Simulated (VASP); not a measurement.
# Cu (Cmcm) in VASP: single point with PBE

Aim: the single point of Cu with PBE.

Everything below comes from runs of VASP 6.6.1. Logs are shortened: lines on timing, memory, paths and dates and some standing lists are left out, and cuts for length are marked.

## (1) The cell of the first run

The structure is orthorhombic, space group Cmcm (No. 63). Conventional cell: a = 2.477 Å, b = 8.062 Å, c = 2.514 Å, α = 90.00°, β = 90.00°, γ = 90.00°. Within 3.3 Å of Cu (site symmetry m2m) lie 10 Cu at 2.48 to 2.57 Å.

## (2) Single point, PBE

Input file INCAR:

```
  PREC = Accurate
  ENCUT = 520
  EDIFF = 1E-6
  ISMEAR = 0
  SIGMA = 0.15
  LREAL = F
  LASPH = T
  NELM = 100
  ALGO = Normal
  ISIF = 2
  LWAVE = F
  LCHARG = T
  GGA = PE
  LELF = T
  LVHAR = T
  NBANDS = 18
```

Input file KPOINTS:

```
regular mesh
0
Gamma
  20 20 20
```

Input file POSCAR:

```
Cu
1.0
    1.2386412945     -4.0308860292      0.0000000000
    1.2386412945      4.0308860292      0.0000000000
    0.0000000000      0.0000000000      2.5142119659
Cu
2
Direct
    0.1340351705      0.8659648295      0.2500000000
    0.8659648295      0.1340351705      0.7500000000
```

Potentials or basis: VASP PAW PBE potentials, release 64 (Cu).

Started as:

```console
$ cat potpaw_PBE.64/Cu/POTCAR > POTCAR
$ mpirun -np 1 vasp_std > vasp.out
```

OUTCAR:

```text
PREC = Accurate
   ENCUT = 520
   EDIFF = 1E-6
   ISMEAR = 0
   LREAL = F
   LASPH = T
   NELM = 100
   ISIF = 2
   GGA = PE

 ion  position               nearest neighbor table
   1  0.134  0.866  0.250-   2 2.50   2 2.50   2 2.57   2 2.57   2 2.57   2 2.57
   2  0.866  0.134  0.750-   1 2.50   1 2.50   1 2.57   1 2.57   1 2.57   1 2.57

  LATTYP: Found a base centered orthorhombic cell.
 ALAT       =     2.4772825890
 B/A-ratio  =     3.2542803531
 C/A-ratio  =     1.0149072121

  Lattice vectors:

 A1 = (   1.2386412945,  -4.0308860292,   0.0000000000)
 A2 = (   1.2386412945,   4.0308860292,   0.0000000000)
 A3 = (   0.0000000000,   0.0000000000,   2.5142119659)

Analysis of symmetry for initial positions (statically):
=====================================================================
 Subroutine PRICEL returns:
 Original cell was already a primitive cell.

 Routine SETGRP: Setting up the symmetry group for a
 base centered orthorhombic supercell.

 Subroutine GETGRP returns: Found  8 space group operations
 (whereof  4 operations were pure point group operations)
 out of a pool of  8 trial point group operations.

The static configuration has the point symmetry C_2h.
 The point group associated with its full space group is D_2h.

Analysis of symmetry for dynamics (positions and initial velocities):
=====================================================================
 Subroutine PRICEL returns:
 Original cell was already a primitive cell.

 Routine SETGRP: Setting up the symmetry group for a
 base centered orthorhombic supercell.

 Subroutine GETGRP returns: Found  8 space group operations
 (whereof  4 operations were pure point group operations)
 out of a pool of  8 trial point group operations.

The dynamic configuration has the point symmetry C_2h.
 The point group associated with its full space group is D_2h.

 Subroutine INISYM returns: Found  8 space group operations
 (whereof  4 operations are pure point group operations),
 and found     1 'primitive' translations

----------------------------------------------------------------------------------------

                                     Primitive cell

  volume of cell :      25.1060

  direct lattice vectors                    reciprocal lattice vectors
     1.238641295 -4.030886029  0.000000000     0.403668118 -0.124042207  0.000000000
     1.238641295  4.030886029  0.000000000     0.403668118  0.124042207  0.000000000
     0.000000000  0.000000000  2.514211966     0.000000000  0.000000000  0.397738939

  length of vectors
     4.216903418  4.216903418  2.514211966     0.422296600  0.422296600  0.397738939

  position of ions in fractional coordinates (direct lattice)
     0.134035170  0.865964830  0.250000000
     0.865964830  0.134035170  0.750000000

  ion indices of the primitive-cell ions
   primitive index   ion index
                 1           1
                 2           2

----------------------------------------------------------------------------------------

 KPOINTS: regular mesh

Automatic generation of k-mesh.
 Grid dimensions read from file:
 generate k-points for:   20   20   20

 Generating k-lattice:

  Cartesian coordinates                     Fractional coordinates (reciprocal lattice)
     0.020183406 -0.006202110  0.000000000     0.050000000  0.000000000  0.000000000
     0.020183406  0.006202110  0.000000000     0.000000000  0.050000000  0.000000000
     0.000000000  0.000000000  0.019886947     0.000000000  0.000000000  0.050000000

  Length of vectors
     0.021114830  0.021114830  0.019886947

  Shift w.r.t. Gamma in fractional coordinates (k-lattice)
     0.000000000  0.000000000  0.000000000

 Subroutine IBZKPT returns following result:
 ===========================================

 Found   1221 irreducible k-points:

 Following reciprocal coordinates:
            Coordinates               Weight
  0.000000  0.000000  0.000000      1.000000
  0.050000  0.000000  0.000000      4.000000
  0.100000  0.000000  0.000000      4.000000
  0.150000  0.000000  0.000000      4.000000
  0.200000  0.000000  0.000000      4.000000
  0.250000  0.000000  0.000000      4.000000
[... 16 lines left out ...]
 -0.400000  0.050000  0.000000      4.000000
 -0.350000  0.050000  0.000000      4.000000
 [... further k-points ...]
   k-points           NKPTS =   1221   k-points in BZ     NKDIM =   1221   number of bands    NBANDS=     18
   number of dos      NEDOS =    301   number of ions     NIONS =      2
   total plane-waves  NPLWV =  20480
   dimension x,y,z NGX =    32 NGY =   32 NGZ =   20
   dimension x,y,z NGXF=    64 NGYF=   64 NGZF=   40
   ions per type =               2
   NGX,Y,Z   is equivalent  to a cutoff of  12.62, 12.62, 13.22 a.u.
   NGXF,Y,Z  is equivalent  to a cutoff of  25.23, 25.23, 26.45 a.u.
 SYSTEM =  unknown system
   PREC   = accura    normal or accurate (medium, high low for compatibility)
   ISTART =      0    job   : 0-new  1-cont  2-samecut
   ICHARG =      2    charge: 1-file 2-atom 10-const
   ISPIN  =      1    spin polarized calculation?
   LNONCOLLINEAR =      F non collinear calculations
   LSORBIT =      F    spin-orbit coupling
   LASPH  =      T    aspherical Exc in radial PAW
   ENCUT  =  520.0 eV  38.22 Ry    6.18 a.u.   7.84  7.84  4.67*2*pi/ulx,y,z
   NELM   =    100;   NELMIN=  2; NELMDL= -5     # of ELM steps
   EDIFF  = 0.1E-05   stopping-criterion for ELM
   LREAL  =      F    real-space projection
   EDIFFG = 0.1E-04   stopping-criterion for IOM
   NSW    =      0    number of steps for IOM
   IBRION =     -1    ionic relax: 0-MD 1-quasi-New 2-CG
   NFREE  =      0    steps in history (QN), initial steepest desc. (CG)
   ISIF   =      2    stress and relaxation
   ISYM   =      2    0-nonsym 1-usesym 2-fastsym
   POTIM  = 0.5000    time-step for ionic-motion
   TEBEG  =    0.0;   TEEND  =   0.0 temperature during run
   PSTRESS=    0.0 pullay stress
   NELECT =      22.0000    total number of electrons
   NUPDOWN=      -1.0000    fix difference up-down
   EMIN   =  10.00;   EMAX   =-10.00  energy-range for DOS
   EFERMI =   0.00;   METHOD = LEGACY
   ISMEAR =     0;   SIGMA  =   0.15  broadening in eV -4-tet -1-fermi 0-gaus
   EFERMI_NEDOS =   21; number of points for ismear=-14 and -15
   IALGO  =     38    algorithm
   IMIX   =      4    mixing-type and parameters
     AMIX     =   0.40;   BMIX     =  1.00
     AMIX_MAG =   1.60;   BMIX_MAG =  1.00
  volume/ion in A,a.u.               =      12.55        84.71
  Fermi-wavevector in a.u.,A,eV,Ry     =   1.566594  2.960433 33.391638  2.454216
  Thomas-Fermi vector in A             =   2.668899
   LORBIT       =      0    0 simple, 1 ext, 2 COOP (PROOUT), +10 PAW based schemes
   GGA     = PE    functional components
   LHFCALC =     F    Hartree Fock is set to
   AEXX    =    0.0000 exact exchange contribution
   IVDW    =     0    specifies the selected vdW correction
   LEPSILON=     F    determine dielectric tensor
   LRPA    =     F    only Hartree local field effects (RPA)
 non-spin polarized calculation
 Gauss-broadening in eV      SIGMA  =   0.15
  energy-cutoff  :      520.00
  volume of cell :       25.11
 maximum number of plane-waves:       698
   NGX = 15   NGY = 15   NGZ =  9

 number of electron      22.0000003 magnetization

 Free energy of the ion-electron system (eV)
  ---------------------------------------------------
  ext. energy  EPLUGINS =         0.00000000
  ---------------------------------------------------
  free energy    TOTEN  =        -7.17998948 eV

  energy without entropy =       -7.17313413  energy(sigma->0) =       -7.17656181

 E-fermi :   6.8355     XC(G=0): -12.3391

 val. band max:        6.8350894956   @ k =  -0.1000   0.0500   0.5000
 cond. band min:       6.8379605858   @ k =   0.5000   0.3500   0.3500
 fundamental gap:      0.0028710901
 Fermi energy:         6.8354917612

 k-point     1 :       0.0000    0.0000    0.0000
  band No.  band energies     occupation
      1      -2.0534      2.00000
      2       2.1466      2.00000
      3       2.8612      2.00000
      4       3.3145      2.00000
      5       3.9610      2.00000
      6       4.2152      2.00000
[... 10 lines left out ...]
     17      25.8927      0.00000
     18      27.8347      0.00000

 k-point     2 :       0.0500    0.0000    0.0000
  band No.  band energies     occupation
      1      -1.9835      2.00000
      2       2.1729      2.00000
      3       2.8867      2.00000
      4       3.3377      2.00000
      5       3.9687      2.00000
      6       4.2129      2.00000
[... 10 lines left out ...]
     17      26.2605      0.00000
     18      29.1677      0.00000

 k-point     3 :       0.1000    0.0000    0.0000
  band No.  band energies     occupation
      1      -1.7754      2.00000
      2       2.2467      2.00000
      3       2.9611      2.00000
      4       3.4060      2.00000
      5       3.9910      2.00000
      6       4.2022      2.00000
[... 10 lines left out ...]
     17      26.5039      0.00000
     18      29.8566      0.00000

 k-point     4 :       0.1500    0.0000    0.0000
  band No.  band energies     occupation
      1      -1.4342      2.00000
      2       2.3542      2.00000
      3       3.0759      2.00000
      4       3.5102      2.00000
      5       4.0250      2.00000
      6       4.0923      2.00000
[... 375 lines left out ...]
      4       3.8094      2.00000
      5       3.9758      2.00000
      6       4.2021      2.00000
[... 10 lines left out ...]
     17      26.7861      0.00000
     18      28.3124      0.00000

 k-point    23 :      -0.4000    0.0500    0.0000
  band No.  band energies     occupation
      1       1.0328      2.00000
      2       2.5671      2.00000
      3       3.2676      2.00000
      4       3.6182      2.00000
      5       3.9695      2.00000
      6       4.1966      2.00000
[... 10 lines left out ...]
     17      25.6560      0.00000
     18      27.9467      0.00000

 k-point    24 :      -0.3500    0.0500    0.0000
  band No.  band energies     occupation
      1       0.3800      2.00000
      2       2.5943      2.00000
      3       3.2987      2.00000
      4       3.4483      2.00000
      5       3.9759      2.00000
      6       4.1765      2.00000
[... 10 lines left out ...]
     17      27.1519      0.00000
     18      27.8067      0.00000

 [... further k-points ...]

------------------------ aborting loop because EDIFF is reached ----------------------------------------

  FORCE on cell =-STRESS in cart. coord.  units (eV):
  Direction    XX          YY          ZZ          XY          YZ          ZX
  --------------------------------------------------------------------------------------
  -------------------------------------------------------------------------------------
  Total        0.0737098      0.0639389      0.1294964      0.0000000     -0.0000000      0.0000000
  in kB        4.7038969      4.0803548      8.2639982      0.0000000     -0.0000000      0.0000000
  external PRESSURE =       5.6827499 kB  Pullay stress =       0.0000000 kB

 VOLUME and BASIS-vectors are now :
 -----------------------------------------------------------------------------
  energy-cutoff  :      520.00
  volume of cell :       25.11
      direct lattice vectors                 reciprocal lattice vectors
     1.238641295 -4.030886029  0.000000000     0.403668118 -0.124042207  0.000000000
     1.238641295  4.030886029  0.000000000     0.403668118  0.124042207  0.000000000
     0.000000000  0.000000000  2.514211966     0.000000000  0.000000000  0.397738939

 POSITION                                       TOTAL-FORCE (eV/Angst)
 -----------------------------------------------------------------------------------
      1.23864      2.95033      0.62855         0.000000      0.002876     -0.000000
      1.23864     -2.95033      1.88566         0.000000     -0.002876      0.000000
 -----------------------------------------------------------------------------------
    total drift:                               -0.000000     -0.000000      0.000000

  FREE ENERGIE OF THE ION-ELECTRON SYSTEM (eV)
  ---------------------------------------------------
  free  energy   TOTEN  =        -7.1799894804 eV

  energy  without entropy=       -7.1731341347  energy(sigma->0) =       -7.17656181
```

It took 3 min on 1 thread of Intel Xeon 6975P-C (Granite Rapids), shared host; peak memory 0.53 GiB.

Results:

* Free energy: -7.1800 eV
* Pressure: 0.6 GPa
* Band gap on the k mesh: zero (band 11 reaches 10.79 eV, above the bottom of band 12 at 5.25 eV)

Forces on the atoms (eV/Å):
```
Cu   0.000  0.003  0.000
Cu   0.000 -0.003  0.000
```

Levels at points of the mesh, in eV from the Fermi level:
| k point | band 7 | band 8 | band 9 | band 10 | band 11 | band 12 | band 13 | band 14 | band 15 | band 16 |
| --- | --- | --- | --- | --- | --- | --- | --- | --- | --- | --- |
| (0.00, 0.00, 0.00) | -2.24 | -1.95 | -1.77 | -1.64 | -1.40 | 0.09 | 4.61 | 14.36 | 17.83 | 18.71 |
| (0.50, 0.00, 0.00) | -2.57 | -2.38 | -2.03 | -1.60 | -0.45 | 1.20 | 2.50 | 6.62 | 12.60 | 15.26 |
| (0.50, 0.50, 0.00) | -2.44 | -2.21 | -2.19 | -1.86 | -1.55 | -1.48 | 13.31 | 14.94 | 15.11 | 17.12 |
| (0.00, 0.00, 0.50) | -2.60 | -2.60 | -1.65 | -1.65 | -0.03 | -0.03 | 7.99 | 7.99 | 9.15 | 9.15 |
| (0.50, 0.00, 0.50) | -1.75 | -1.75 | -1.25 | -1.25 | 3.65 | 3.65 | 7.26 | 7.26 | 9.38 | 9.38 |
| (0.50, 0.50, 0.50) | -1.91 | -1.91 | -1.50 | -1.50 | -0.81 | -0.81 | 3.50 | 3.50 | 17.52 | 17.52 |
